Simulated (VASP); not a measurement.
Runs of VASP 6.6.1 on SrC2. The structure is that of space group I4/mmm (No. 139), or close to it. The cells are those of the table. 

| task | cell | cutoff (eV) | gap on the mesh (eV) | pressure (GPa) | largest force (eV/Å) |
| --- | --- | --- | --- | --- | --- |
| single point | a = 4.282 Å, angles 126.1, 126.1, 79.7°, 3 atoms | 520 | 0.96 | 5.5 | 0.10 |
| single point | a = 4.349 Å, angles 125.8, 125.8, 80.2°, 3 atoms | 520 | 1.17 | (a) | 0.09 |
| single point | a = 4.374 Å, angles 125.7, 125.7, 80.4°, 3 atoms | 520 | 1.25 | 0.4 | 0.10 |
| relaxation of shape and atoms at fixed volume | relaxed from a = 4.345 Å, angles 125.7, 125.7, 80.4°, 3 atoms | 600 | 1.17 | 1.4 | - |
| single point | a = 4.399 Å, angles 125.6, 125.6, 80.6°, 3 atoms | 520 | (c) | -0.7 | 0.09 |
| relaxation of cell and atoms | relaxed to 5 GPa from a = 4.374 Å, angles 125.7, 125.7, 80.4°, 3 atoms | 600 | 0.97 | 5.0 | - |
| relaxation of cell and atoms | relaxed from a = 4.375 Å, angles 125.7, 125.7, 80.4°, 3 atoms | 600 | (b) | 0.0 | - |

Alike in all rows: level LDA; potentials or basis VASP PAW LDA potentials, release 64 (Sr_sv, C); no spin polarisation; k mesh 10 × 10 × 10; smearing gaussian 0.01 eV.

Fill in the values left out.

(a) 1.7; (b) 1.26; (c) 1.32.

Caveats: the cell stands under pressure (at least some runs); the cell is relaxed towards a set pressure, so the run minimises the enthalpy, not the energy (at least some runs).

A k mesh can miss the band edges, and the runs leave out spin-orbit coupling on Sr.
